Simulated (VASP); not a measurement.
A run of VASP 6.6.1 is set up as follows.

INCAR

```
SYSTEM = Si
  ALGO = Normal
  EDIFF = 1E-6
  ENCUT = 520
  ISIF = 2
  ISMEAR = -1
  LASPH = .True.
  LCHARG = .False.
  LREAL = .False.
  LWAVE = .False.
  NBANDS = 11
  NELM = 60
  PREC = Accurate
  SIGMA = 0.1
```

The input KPOINTS:

```
k-points
0
Gamma
  15 15 8
  0 0 0
```

Contents of POSCAR:

```
Si
1.0
    2.7007237321      0.0000000000      0.0000000000
   -1.3503618660      2.3388953606      0.0000000000
    0.0000000000      0.0000000000      4.5556034658
Si
2
Direct
    0.3333333333      0.6666666667      0.2500000000
    0.6666666667      0.3333333333      0.7500000000
```

Potentials or basis: VASP PAW LDA potentials, release 64 (Si).

The run is started by

```sh
$ cat potpaw_LDA.64/Si/POTCAR > POTCAR
$ mpirun -np 1 vasp_std > vasp.out
```

Question: Estimate the band gap on the k mesh.

Answer: Zero (band 4 reaches 18.81 eV, above the bottom of band 5 at 6.66 eV).

Question: Predict the pressure.

Answer: -3.6 GPa.

Stress tensor (GPa, compression positive):
```
-4.05  0.00  0.00
 0.00 -4.05  0.00
 0.00  0.00 -2.68
```
